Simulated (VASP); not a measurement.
# Ag (I4/mmm) in VASP: further runs, part 2 of 2

VASP 6.6.1.

### Step 3. Single point, PBE (strain +0.015 along x and y, -0.015 along z)

INCAR reads:

```
SYSTEM = Ag
PREC = Accurate
ENCUT = 520
EDIFF = 1E-7
ISMEAR = 0
SIGMA = 0.15
LREAL = .False.
LASPH = .True.
NELM = 100
ALGO = Normal
ISIF = 2
LWAVE = .False.
LCHARG = .True.
GGA = PE
LELF = .True.
LVHAR = .True.
NBANDS = 12
```

KPOINTS reads:

```
regular mesh
0
Gamma
  10 10 10
  0 0 0
```

POSCAR reads:

```
Ag
1.0
    0.0000000000      2.0737465000      2.0124535000
    2.0737465000      0.0000000000      2.0124535000
    2.0737465000      2.0737465000      0.0000000000
Ag
1
Direct
    0.0000000000      0.0000000000      0.0000000000
```

Potentials or basis: VASP PAW PBE potentials, release 64 (Ag).

Launch:

```
> cat potpaw_PBE.64/Ag/POTCAR > POTCAR
> mpirun -np 1 vasp_std > vasp.out
```

OUTCAR:

```text
SYSTEM = Ag
   PREC = Accurate
   ENCUT = 520
   EDIFF = 1E-7
   ISMEAR = 0
   LREAL = .False.
   LASPH = .True.
   NELM = 100
   ISIF = 2
   GGA = PE

 ion  position               nearest neighbor table
   1  0.000  0.000  0.000-

  LATTYP: Found a body centered tetragonal cell.
 ALAT       =     2.9327204252
 C/A-ratio  =     1.3724141467

  Lattice vectors:

 A1 = (   0.0000000000,  -2.0737465000,  -2.0124535000)
 A2 = (   0.0000000000,   2.0737465000,  -2.0124535000)
 A3 = (   2.0737465000,   0.0000000000,   2.0124535000)

Analysis of symmetry for initial positions (statically):
=====================================================================
 Subroutine PRICEL returns:
 Original cell was already a primitive cell.

 Routine SETGRP: Setting up the symmetry group for a
 body centered tetragonal supercell.

 Subroutine GETGRP returns: Found 16 space group operations
 (whereof 16 operations were pure point group operations)
 out of a pool of 16 trial point group operations.

The static configuration has the point symmetry D_4h.

Analysis of symmetry for dynamics (positions and initial velocities):
=====================================================================
 Subroutine PRICEL returns:
 Original cell was already a primitive cell.

 Routine SETGRP: Setting up the symmetry group for a
 body centered tetragonal supercell.

 Subroutine GETGRP returns: Found 16 space group operations
 (whereof 16 operations were pure point group operations)
 out of a pool of 16 trial point group operations.

The dynamic configuration has the point symmetry D_4h.

 Subroutine INISYM returns: Found 16 space group operations
 (whereof 16 operations are pure point group operations),
 and found     1 'primitive' translations

----------------------------------------------------------------------------------------

                                     Primitive cell

  volume of cell :      17.3088

  direct lattice vectors                    reciprocal lattice vectors
     0.000000000  2.073746500  2.012453500    -0.241109509  0.241109509  0.248452946
     2.073746500  0.000000000  2.012453500     0.241109509 -0.241109509  0.248452946
     2.073746500  2.073746500  0.000000000     0.241109509  0.241109509 -0.248452946

  length of vectors
     2.889704766  2.889704766  2.932720425     0.421896263  0.421896263  0.421896263

  position of ions in fractional coordinates (direct lattice)
     0.000000000  0.000000000  0.000000000

  ion indices of the primitive-cell ions
   primitive index   ion index
                 1           1

----------------------------------------------------------------------------------------

 KPOINTS: regular mesh

Automatic generation of k-mesh.
 Grid dimensions read from file:
 generate k-points for:   10   10   10

 Generating k-lattice:

  Cartesian coordinates                     Fractional coordinates (reciprocal lattice)
    -0.024110951  0.024110951  0.024845295     0.100000000  0.000000000  0.000000000
     0.024110951 -0.024110951  0.024845295     0.000000000  0.100000000  0.000000000
     0.024110951  0.024110951 -0.024845295     0.000000000  0.000000000  0.100000000

  Length of vectors
     0.042189626  0.042189626  0.042189626

  Shift w.r.t. Gamma in fractional coordinates (k-lattice)
     0.000000000  0.000000000  0.000000000

 Subroutine IBZKPT returns following result:
 ===========================================

 Found    102 irreducible k-points:

 Following reciprocal coordinates:
            Coordinates               Weight
  0.000000  0.000000  0.000000      1.000000
  0.100000  0.000000  0.000000      8.000000
  0.200000  0.000000  0.000000      8.000000
  0.300000 -0.000000  0.000000      8.000000
  0.400000 -0.000000  0.000000      8.000000
  0.500000  0.000000  0.000000      4.000000
[... 16 lines left out ...]
  0.300000  0.300000  0.000000      2.000000
  0.400000  0.300000  0.000000      8.000000
 [... further k-points ...]
   k-points           NKPTS =    102   k-points in BZ     NKDIM =    102   number of bands    NBANDS=     12
   number of dos      NEDOS =    301   number of ions     NIONS =      1
   total plane-waves  NPLWV =  13824
   dimension x,y,z NGX =    24 NGY =   24 NGZ =   24
   dimension x,y,z NGXF=    48 NGYF=   48 NGZF=   48
   ions per type =               1
   NGX,Y,Z   is equivalent  to a cutoff of  13.81, 13.81, 13.60 a.u.
   NGXF,Y,Z  is equivalent  to a cutoff of  27.61, 27.61, 27.21 a.u.
 SYSTEM =  Ag
   PREC   = accura    normal or accurate (medium, high low for compatibility)
   ISTART =      0    job   : 0-new  1-cont  2-samecut
   ICHARG =      2    charge: 1-file 2-atom 10-const
   ISPIN  =      1    spin polarized calculation?
   LNONCOLLINEAR =      F non collinear calculations
   LSORBIT =      F    spin-orbit coupling
   LASPH  =      T    aspherical Exc in radial PAW
   ENCUT  =  520.0 eV  38.22 Ry    6.18 a.u.   5.37  5.37  5.45*2*pi/ulx,y,z
   NELM   =    100;   NELMIN=  2; NELMDL= -5     # of ELM steps
   EDIFF  = 0.1E-06   stopping-criterion for ELM
   LREAL  =      F    real-space projection
   EDIFFG = 0.1E-05   stopping-criterion for IOM
   NSW    =      0    number of steps for IOM
   IBRION =     -1    ionic relax: 0-MD 1-quasi-New 2-CG
   NFREE  =      0    steps in history (QN), initial steepest desc. (CG)
   ISIF   =      2    stress and relaxation
   ISYM   =      2    0-nonsym 1-usesym 2-fastsym
   POTIM  = 0.5000    time-step for ionic-motion
   TEBEG  =    0.0;   TEEND  =   0.0 temperature during run
   PSTRESS=    0.0 pullay stress
   NELECT =      11.0000    total number of electrons
   NUPDOWN=      -1.0000    fix difference up-down
   EMIN   =  10.00;   EMAX   =-10.00  energy-range for DOS
   EFERMI =   0.00;   METHOD = LEGACY
   ISMEAR =     0;   SIGMA  =   0.15  broadening in eV -4-tet -1-fermi 0-gaus
   EFERMI_NEDOS =   21; number of points for ismear=-14 and -15
   IALGO  =     38    algorithm
   IMIX   =      4    mixing-type and parameters
     AMIX     =   0.40;   BMIX     =  1.00
     AMIX_MAG =   1.60;   BMIX_MAG =  1.00
  volume/ion in A,a.u.               =      17.31       116.81
  Fermi-wavevector in a.u.,A,eV,Ry     =   1.407505  2.659799 26.954105  1.981071
  Thomas-Fermi vector in A             =   2.529758
   LORBIT       =      0    0 simple, 1 ext, 2 COOP (PROOUT), +10 PAW based schemes
   GGA     = PE    functional components
   LHFCALC =     F    Hartree Fock is set to
   AEXX    =    0.0000 exact exchange contribution
   IVDW    =     0    specifies the selected vdW correction
   LEPSILON=     F    determine dielectric tensor
   LRPA    =     F    only Hartree local field effects (RPA)
 non-spin polarized calculation
 Gauss-broadening in eV      SIGMA  =   0.15
  energy-cutoff  :      520.00
  volume of cell :       17.31
 maximum number of plane-waves:       487
 NGX is ok and might be reduce to    24
   NGX = 11   NGY = 11   NGZ = 11

 number of electron      10.9999998 magnetization

 Free energy of the ion-electron system (eV)
  ---------------------------------------------------
  ext. energy  EPLUGINS =         0.00000000
  ---------------------------------------------------
  free energy    TOTEN  =        -2.70047477 eV

  energy without entropy =       -2.69655479  energy(sigma->0) =       -2.69851478

 E-fermi :   8.1451     XC(G=0): -12.1191

 val. band max:        8.1429231748   @ k =   0.4000   0.4000   0.0000
 cond. band min:       8.1458992684   @ k =  -0.2000   0.3000   0.2000
 fundamental gap:      0.0029760936
 Fermi energy:         8.1450539204

 k-point     1 :       0.0000    0.0000    0.0000
  band No.  band energies     occupation
      1       0.5657      2.00000
      2       3.4177      2.00000
      3       3.4177      2.00000
      4       3.5975      2.00000
      5       4.3874      2.00000
      6       4.5719      2.00000
      7      24.2283      0.00000
      8      27.5775      0.00000
      9      27.5775      0.00000
     10      27.9637      0.00000
     11      32.4711      0.00000
     12      33.2964      0.00000
[... 331 lines left out ...]
 k-point    24 :       0.4000    0.3000    0.0000
  band No.  band energies     occupation
      1       2.3042      2.00000
      2       2.4317      2.00000
      3       4.5786      2.00000
      4       4.6607      2.00000
      5       5.2125      2.00000
      6       7.1904      2.00000
      7      18.4302      0.00000
      8      20.3657      0.00000
      9      20.3812      0.00000
     10      24.7568      0.00000
     11      26.7660      0.00000
     12      36.3807      0.00000

 [... further k-points ...]

------------------------ aborting loop because EDIFF is reached ----------------------------------------

  FORCE on cell =-STRESS in cart. coord.  units (eV):
  Direction    XX          YY          ZZ          XY          YZ          ZX
  --------------------------------------------------------------------------------------
  -------------------------------------------------------------------------------------
  Total        0.3248000      0.3248000      0.3889756      0.0000000      0.0000000      0.0000000
  in kB       30.0648788     30.0648788     36.0052486      0.0000000      0.0000000      0.0000000
  external PRESSURE =      32.0450021 kB  Pullay stress =       0.0000000 kB

 VOLUME and BASIS-vectors are now :
 -----------------------------------------------------------------------------
  energy-cutoff  :      520.00
  volume of cell :       17.31
      direct lattice vectors                 reciprocal lattice vectors
     0.000000000  2.073746500  2.012453500    -0.241109509  0.241109509  0.248452946
     2.073746500  0.000000000  2.012453500     0.241109509 -0.241109509  0.248452946
     2.073746500  2.073746500  0.000000000     0.241109509  0.241109509 -0.248452946

 POSITION                                       TOTAL-FORCE (eV/Angst)
 -----------------------------------------------------------------------------------
      0.00000      0.00000      0.00000         0.000000     -0.000000      0.000000
 -----------------------------------------------------------------------------------
    total drift:                               -0.000000      0.000000      0.000000

  FREE ENERGIE OF THE ION-ELECTRON SYSTEM (eV)
  ---------------------------------------------------
  free  energy   TOTEN  =        -2.7004747707 eV

  energy  without entropy=       -2.6965547890  energy(sigma->0) =       -2.69851478
```

OSZICAR:

```text
N       E                     dE             d eps       ncg     rms          rms(c)
DAV:   1     0.529612902708E+02    0.52961E+02   -0.54691E+03  2464   0.823E+02
DAV:   2    -0.212653734089E+01   -0.55088E+02   -0.52072E+02  2888   0.194E+02
DAV:   3    -0.294690749597E+01   -0.82037E+00   -0.81989E+00  2856   0.252E+01
DAV:   4    -0.294941678330E+01   -0.25093E-02   -0.25092E-02  2868   0.145E+00
DAV:   5    -0.294943683846E+01   -0.20055E-04   -0.20055E-04  2880   0.116E-01    0.505E+00
DAV:   6    -0.271074922497E+01    0.23869E+00   -0.94764E-01  2668   0.869E+00    0.331E+00
DAV:   7    -0.270326423467E+01    0.74850E-02   -0.88087E-03  2828   0.883E-01    0.187E+00
DAV:   8    -0.270046223114E+01    0.28020E-02   -0.69359E-04  2780   0.196E-01    0.831E-02
DAV:   9    -0.270047010316E+01   -0.78720E-05   -0.94615E-06  2840   0.236E-02    0.266E-02
DAV:  10    -0.270047520934E+01   -0.51062E-05   -0.41164E-06  2808   0.190E-02    0.463E-03
DAV:  11    -0.270047482908E+01    0.38026E-06   -0.84984E-08  2464   0.244E-03    0.722E-04
DAV:  12    -0.270047477067E+01    0.58410E-07   -0.70426E-09  1536   0.700E-04
   1 F= -.27004748E+01 E0= -.26985148E+01  d E =-.391998E-02
```

stdout:

```text
POSCAR found type information on POSCAR Ag
 POSCAR found :  1 types and       1 ions
 scaLAPACK will be used
 LDA part: xc-table for (Slater+PW92), standard interpolation
 POSCAR, INCAR and KPOINTS ok, starting setup
 FFT: planning ... GRIDC
 FFT: planning ... GRID_SOFT
 FFT: planning ... GRID
 WAVECAR not read
 entering main loop
```

Wall time 19 s (1 thread of Intel Xeon Platinum 8259CL at 2.50GHz (Skylake/Cascade Lake), shared host); peak memory 0.15 GiB.

Results:

```yaml
Free_energy: -2.7005 eV
Pressure: 3.2 GPa
```

Levels at points of the mesh, in eV from the Fermi level:
```
           k point  band 3  band 4  band 5  band 6  band 7  band 8  band 9  band 10
(0.00, 0.00, 0.00)   -4.73   -4.55   -3.76   -3.57   16.08   19.43   19.43    19.82
(0.50, 0.00, 0.00)   -4.60   -2.93   -2.85   -0.28    3.61   15.25   17.45    18.22
(0.50, 0.50, 0.00)   -2.92   -2.68   -2.68    2.05    7.20   10.31   10.31    16.75
(0.50, 0.00, 0.50)   -2.92   -2.76   -2.63    1.53    6.46   10.83   10.87    17.26
```

Caveat: the cell differs from its parent crystal (strain +0.015 along x and y, -0.015 along z).

### Step 4. Single point, PBE (strain +0.000 along x and y, +0.030 along z)

INCAR reads:

```
PREC = Accurate
ENCUT = 520
EDIFF = 1E-6
ISMEAR = 0
SIGMA = 0.15
LREAL = F
LASPH = T
NELM = 60
ALGO = Normal
ISIF = 2
LWAVE = F
LCHARG = F
GGA = PE
NBANDS = 12
```

KPOINTS reads:

```
regular mesh
0
Gamma
  10 10 10
```

POSCAR reads:

```
Ag
1.0
    0.0000000000      2.0431000000      2.1043930000
    2.0431000000      0.0000000000      2.1043930000
    2.0431000000      2.0431000000      0.0000000000
Ag
1
Direct
    0.0000000000      0.0000000000      0.0000000000
```

Launch:

```
> cat potpaw_PBE.64/Ag/POTCAR > POTCAR
> mpirun -np 1 vasp_std > vasp.out
```

Wall time 15 s (1 thread of Intel Xeon Platinum 8259CL at 2.50GHz (Skylake/Cascade Lake), shared host); peak memory 0.15 GiB.

The run converged. Its results:

| Property | Result |
| --- | --- |
| Free energy | -2.7045 eV |
| Pressure | 1.6 GPa |

Stress tensor (GPa, compression positive):
```
1.87 0.00 0.00
0.00 1.87 0.00
0.00 0.00 1.19
```

Levels at points of the mesh, in eV from the Fermi level:
```tsv
k point	band 4	band 5	band 6	band 7	band 8	band 9
(0.00, 0.00, 0.00)	-4.55	-3.73	-3.54	16.05	19.21	19.56
(0.50, 0.00, 0.00)	-2.91	-2.84	-0.23	3.53	15.20	17.39
(0.50, 0.50, 0.00)	-2.69	-2.69	1.40	6.13	10.95	10.95
(0.50, 0.00, 0.50)	-2.74	-2.61	1.89	6.84	10.42	10.44
```

Caveat: the cell differs from its parent crystal (strain +0.000 along x and y, +0.030 along z).

### Step 5. Single point, PBE (strain +0.015 along x and y, +0.000 along z)

INCAR reads:

```
ALGO = Normal
EDIFF = 1E-7
ENCUT = 520
GGA = PE
ISIF = 2
ISMEAR = 0
LASPH = True
LCHARG = False
LREAL = False
LWAVE = False
NBANDS = 12
NELM = 100
PREC = Accurate
SIGMA = 0.15
```

KPOINTS reads:

```
k-points
0
Gamma
  10 10 10
```

POSCAR reads:

```
Ag
1.0
    0.0000000000      2.0737465000      2.0431000000
    2.0737465000      0.0000000000      2.0431000000
    2.0737465000      2.0737465000      0.0000000000
Ag
1
Direct
    0.0000000000      0.0000000000      0.0000000000
```

Launch:

```
> cat potpaw_PBE.64/Ag/POTCAR > POTCAR
> mpirun -np 1 vasp_std > vasp.out
```

Run time: 14 s. Hardware: 1 thread of Intel Xeon Platinum 8259CL at 2.50GHz (Skylake/Cascade Lake), shared host; peak memory 0.15 GiB.

It converged, with:

- Free energy: -2.7050 eV
- Pressure: 1.6 GPa

Stress tensor (GPa, compression positive):
```
1.48 0.00 0.00
0.00 1.48 0.00
0.00 0.00 1.80
```

Levels at points of the mesh, in eV from the Fermi level:
```tsv
k point	band 3	band 4	band 5	band 6	band 7	band 8	band 9	band 10
(0.00, 0.00, 0.00)	-4.65	-4.56	-3.69	-3.60	16.03	19.37	19.37	19.55
(0.50, 0.00, 0.00)	-4.60	-2.91	-2.87	-0.24	3.52	15.24	17.46	17.83
(0.50, 0.50, 0.00)	-2.92	-2.69	-2.69	1.88	6.83	10.41	10.41	16.74
(0.50, 0.00, 0.50)	-2.92	-2.72	-2.66	1.63	6.47	10.67	10.68	16.99
```

Caveat: the cell differs from its parent crystal (strain +0.015 along x and y, +0.000 along z).

### Step 6. Overview

```tsv
cell	gap on the mesh (eV)	pressure (GPa)
a = 2.911, b = 2.911, c = 2.889 Å, angles 60.2, 60.2, 59.5°, 1 atom	none	3.1
a = 2.890, b = 2.890, c = 2.933 Å, angles 59.5, 59.5, 61.0°, 1 atom	none	3.2
a = 2.933, b = 2.933, c = 2.889 Å, angles 60.5, 60.5, 59.0°, 1 atom	none	1.6
a = 2.911, b = 2.911, c = 2.933 Å, angles 59.8, 59.8, 60.5°, 1 atom	none	1.6
```

Alike in all rows: task single point; level PBE; potentials or basis VASP PAW PBE potentials, release 64 (Ag); no spin polarisation; k mesh 10 × 10 × 10; cutoff (eV) 520; smearing gaussian 0.15 eV.

Total energies depend on the potentials used, so only differences within one code and one set of settings carry meaning.
